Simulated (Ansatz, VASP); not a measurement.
One calculation of LiMoF4, two programs

```
Li Mo F
1.0
     4.08175    0.00000    0.00000
     0.00000    4.08175    0.00000
     0.00000    0.00000    6.67787
Li Mo F
1 1 4
Direct
  0.50000 0.50000 0.50000
  0.00000 0.00000 0.00000
  0.00000 0.00000 0.69464
  0.50000 0.00000 0.00000
  0.00000 0.50000 0.00000
  0.00000 0.00000 0.30536
```

Alike in both runs: functional PBE; k mesh 4 × 4 × 4; occupations gaussian, width 0.1 eV; collinear spin.

Ansatz relaxed the structure, and its values are those at the end. VASP's run is a single point on that final structure, the one shown.

```csv
,VASP,Ansatz
version,VASP 6.6.1,Ansatz 0.2.0
potentials or method,"VASP PAW PBE potentials, release 64 (Li_sv, Mo_sv, F), cutoff 520 eV","scalar-relativistic, plane waves, PAW"
valence electrons in the cell,45,45
```

|  | VASP | Ansatz | Ansatz less VASP |
| --- | --- | --- | --- |
| gap on the k mesh at the Fermi level (eV) | 0.13 | 0.12 | -0.011 |
| least direct gap on the mesh (eV) | 1.20 | 1.19 | -0.011 |
| rms of the force components (eV/Å) | 0.026 | 0.002 | -0.0238 |
| net moment per atom (μB) | 0.50 | 0.50 | 0.000 |
| size of the moment on the site where the two differ most (μB) | 2.54 | 1.66 | -0.876 |

Site moments also hang on the region over which each program counts them.

Noted on VASP's run: the cutoff is under 1.25 times that of the potentials, so the pressure is a little rough.
